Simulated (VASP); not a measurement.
Crystal: ScAl3.

```
Sc Al
1.0
     4.08781    0.00000    0.00000
     0.00000    4.08781    0.00000
     0.00000    0.00000    4.08781
Sc Al
1 3
Cartesian
  0.0000 0.0000 0.0000
  2.0439 0.0000 2.0439
  0.0000 2.0439 2.0439
  2.0439 2.0439 0.0000
```

Base run:

* Program: VASP 6.6.1
* Functional: PBE
* Potentials or basis: VASP PAW PBE potentials, release 64 (Sc_sv, Al)
* Cutoff: 520 eV
* k mesh: 8 × 8 × 8
* Occupations: gaussian, width 0.05 eV
* Spin: no spin polarisation

Its results: band gap on the k mesh zero (band 10 reaches 8.14 eV, above the bottom of band 11 at 4.32 eV); pressure 1.2 GPa.

Question: The run is repeated on the same cell with these changes: functional from PBE to r2SCAN; further incar settings from ALGO = Normal; EDIFF = 1e-06; NBANDS = 18 to ALGO = Normal; EDIFF = 1e-07; NBANDS = 18. What comes out?

Answer: Band gap on the k mesh zero (band 10 reaches 8.29 eV, above the bottom of band 11 at 4.04 eV); pressure -0.1 GPa.

Caveats: the PAW data sets were made with another functional, which shifts forces and pressure a little (some runs).
